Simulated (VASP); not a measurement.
Here is a VASP 6.6.1 calculation.

INCAR

```
SYSTEM = AlN
PREC = Accurate ; ENCUT = 520
EDIFF = 1E-6 ; ISMEAR = -1
SIGMA = 0.03 ; LREAL = .False.
LASPH = .True. ; NELM = 60
ALGO = Normal ; ISIF = 2
LWAVE = .False. ; LCHARG = .False.
GGA = PE ; NBANDS = 11
```

KPOINTS

```
regular mesh
0
Gamma
  14 14 14
  0 0 0
```

POSCAR

```
AlN
1.0
    0.0000000000      2.0352543366      2.0352543366
    2.0352543366      0.0000000000      2.0352543366
    2.0352543366      2.0352543366      0.0000000000
Al N
1 1
Direct
    0.0000000000      0.0000000000      0.0000000000
    0.5000000000      0.5000000000      0.5000000000
```

Potentials or basis: VASP PAW PBE potentials, release 64 (Al, N).

Launch:

```bash
$ cat potpaw_PBE.64/Al/POTCAR potpaw_PBE.64/N/POTCAR > POTCAR
$ mpirun -np 1 vasp_std > vasp.out
```

Task: Estimate the pressure.

Result: -0.3 GPa.

Task: What does it give for the band gap on the k mesh?

Result: 4.41 eV, indirect (least direct gap 5.39 eV).

A k mesh can miss the band edges. Expect the measured gap to be larger: semilocal functionals such as PBE lack the derivative discontinuity.
